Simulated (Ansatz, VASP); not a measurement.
## Two plane-wave programs on C

The input INCAR:

```
SYSTEM = C
  ALGO = Normal
  EDIFF = 1E-6
  EDIFFG = -0.02
  ENCUT = 600
  GGA = PE
  IBRION = 2
  ISIF = 3
  ISMEAR = 0
  IVDW = 12
  LASPH = .True.
  LCHARG = .False.
  LREAL = .False.
  LWAVE = .False.
  NELM = 100
  NSW = 90
  PREC = Accurate
  SIGMA = 0.02
```

File KPOINTS:

```
k-points
0
Gamma
  12 12 6
  0 0 0
```

Contents of POSCAR:

```
C
1.0
    2.1273203072     -1.2282824400      0.0000000000
    2.1273203072      1.2282824400      0.0000000000
   -1.3790696309      0.0000000000      3.5028300786
C
2
Direct
    0.8333555300      0.8333555300      0.0000930400
    0.1666444700      0.1666444700      0.9999069600
```

Input for Ansatz:

```yaml
crystal:
  lattice:
    - [2.1273203072, -1.22828244, 0.0]
    - [2.1273203072, 1.22828244, 0.0]
    - [-1.3790696309, 0.0, 3.5028300786]
  atoms:
    - { symbol: C, position: [0.83335553, 0.83335553, 9.304e-05] }
    - { symbol: C, position: [0.16664447, 0.16664447, 0.99990696] }
basis:
  ecutwfc: 420
kpoints:
  mp_grid: { grid: [12, 12, 6] }
hamiltonian:
  xc: pbe
  dispersion: d3bj
scf:
  occupations: { method: gaussian, width: 0.02 }
output:
  forces: true
  stress: true
  eigenvalues: true
relax:
  adjacent_minimum: "off"
  f_tol: 0.02
  max_steps: 70
  cell: { stress_tol: 0.1 }
```

Alike in both runs: task relaxation of cell and atoms; functional PBE; dispersion D3(BJ); k mesh 12 × 12 × 6; occupations gaussian, width 0.02 eV; no spin polarisation.

```csv
,VASP,Ansatz
version,VASP 6.6.1,Ansatz 0.2.0
potentials or method,"VASP PAW PBE potentials, release 64 (C), cutoff 600 eV","scalar-relativistic, plane waves, PAW"
valence electrons in the cell,8,8
```

Ansatz gave:

| Item | Value |
| --- | --- |
| gap on the k mesh at the Fermi level, each at its own relaxed structure (eV) | 0.64 |
| relaxed volume (Å³/atom) | 8.84 |
| relaxed length of the cell vector where the two differ most in proportion (Å) | 3.642 |

What did VASP give for the same quantities?

gap on the k mesh at the Fermi level, each at its own relaxed structure (eV): 0.64; relaxed volume (Å³/atom): 8.79; relaxed length of the cell vector where the two differ most in proportion (Å): 3.619.
